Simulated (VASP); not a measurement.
Crystal: Mg4H.

```
CELL_PARAMETERS angstrom
2.22156 -2.75602 0.00000
2.22156 2.75602 0.00000
0.00000 0.00000 5.46080
ATOMIC_POSITIONS crystal
Mg 0.00000 0.00000 0.70736
Mg 0.00000 0.00000 0.29264
Mg 0.71620 0.71620 0.00000
Mg 0.28380 0.28380 0.00000
H 0.50000 0.50000 0.50000
```

The cell was built from a structure type or drawn by symmetry, and may not be a known phase.

* Program: VASP 6.6.1
* Task: relaxation of cell and atoms
* Functional: PBE
* Potentials or basis: VASP PAW PBE potentials, release 64 (Mg, H)
* Cutoff: 600 eV
* k mesh: 6 × 6 × 4
* Occupations: gaussian, width 0.1 eV
* Spin: no spin polarisation

At the start: pressure 56.8 GPa; volume 13.37 Å³/atom.

Problem. Where does the relaxation end?

Solution. Over 17 steps the energy falls by 2169.6 meV/atom and the volume is 24.48 Å³/atom (+83.1 %); space group Cmmm (No. 65, to 0.1 Å) before and after.

The path:
```
step  energy change (eV)  largest force (eV/Å)  pressure (GPa)  volume (Å³)
   1              0.0000                6.1305           56.85        66.87
   2             -9.6394                3.3303            3.04       120.46
   3             -9.6405                3.3968            2.63       122.74
   4            -10.5891                0.6644           -1.34       133.84
   5            -10.5963                0.5691           -1.54       135.00
   6            -10.6792                0.4615           -1.01       130.00
   7            -10.7501                0.1834            0.50       120.69
   8            -10.7765                0.1576            0.41       120.97
   9            -10.7986                0.2862            0.32       121.34
  10            -10.7679                0.7132            0.28       121.74
  11            -10.8028                0.3340            0.29       121.44
  12            -10.8054                0.4613            0.24       121.63
  13            -10.8233                0.3302           -0.02       122.59
  14            -10.8235                0.3201           -0.04       122.68
  15            -10.8424                0.1752           -0.05       122.62
  16            -10.8474                0.0554           -0.04       122.56
  17            -10.8479                0.0242            0.00       122.42
```

Final structure:
```cif
data_structure
_symmetry_space_group_name_H-M 'P 1'
_symmetry_Int_Tables_number 1
_cell_length_a 3.8442
_cell_length_b 3.8442
_cell_length_c 8.2854
_cell_angle_alpha 90.000
_cell_angle_beta 90.000
_cell_angle_gamma 88.916
_cell_volume 122.42
loop_
_atom_site_label
_atom_site_type_symbol
_atom_site_fract_x
_atom_site_fract_y
_atom_site_fract_z
_atom_site_occupancy
Mg1 Mg 0.00000 0.00000 0.66906 1
Mg2 Mg 0.00000 0.00000 0.33094 1
Mg3 Mg 0.74791 0.74791 0.00000 1
Mg4 Mg 0.25209 0.25209 0.00000 1
H1 H 0.50000 0.50000 0.50000 1
```

Caveat: the volume moved by over 15 % at a fixed basis, so the end points are rough.
